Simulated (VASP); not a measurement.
**NbBr3: single point with PBE**

The system is NbBr3.

```xyz
4
Lattice="5.2500 0.0000 0.0000 0.0000 5.2500 0.0000 0.0000 0.0000 5.2500" Properties=species:S:1:pos:R:3 pbc="T T T"
Nb    0.0000    0.0000    0.0000
Br    2.6250    0.0000    0.0000
Br    0.0000    0.0000    2.6250
Br    0.0000    2.6250    0.0000
```

* Program: VASP 6.6.1
* Task: single point
* Functional: PBE
* Potentials or basis: VASP PAW PBE potentials, release 64 (Nb_sv, Br)
* Cutoff: 520 eV
* k mesh: 6 × 6 × 6
* Occupations: gaussian, width 0.05 eV
* Spin: collinear spin, ferromagnetic start
* Starting moments: [0.5, 0.0, 0.0, 0.0] μB

```
Pressure                                              : -1.4 GPa
Net moment                                            : 0.50 μB per cell
Site moments                                          : Nb +0.37; Br +0.01 μB
Valence electrons inside the program's atomic spheres : Nb 10.46; Br 4.88
```

Levels at points of the mesh, in eV from the Fermi level:
Spin up:
```
           k point  band 14  band 15  band 16  band 17  band 18  band 19  band 20  band 21
(0.00, 0.00, 0.00)    -2.80    -2.80    -2.80    -1.19    -1.19    -1.19     0.00     0.00
(0.50, 0.00, 0.00)    -3.18    -2.88    -2.88    -1.17     0.00     0.27     0.27     1.17
(0.50, 0.50, 0.00)    -3.49    -3.49    -2.20     0.27     0.27     0.47     0.74     4.35
(0.50, 0.50, 0.50)    -2.19    -2.19    -2.19     0.75     0.75     0.75     4.29     4.35
```
Spin down:
```tsv
k point	band 13	band 14	band 15	band 16	band 17	band 18	band 19	band 20
(0.00, 0.00, 0.00)	-3.01	-2.79	-2.79	-2.79	-0.85	-0.85	-0.85	0.20
(0.50, 0.00, 0.00)	-3.78	-3.17	-2.87	-2.87	-0.83	0.21	0.57	0.57
(0.50, 0.50, 0.00)	-3.88	-3.47	-3.47	-2.18	0.58	0.58	0.67	1.08
(0.50, 0.50, 0.50)	-4.96	-2.17	-2.17	-2.17	1.09	1.09	1.09	4.31
```

Run time: 4.3 min on 1 thread of Oxide Virtual Turin-like Processor, on a shared host, peak memory 0.31 GiB.
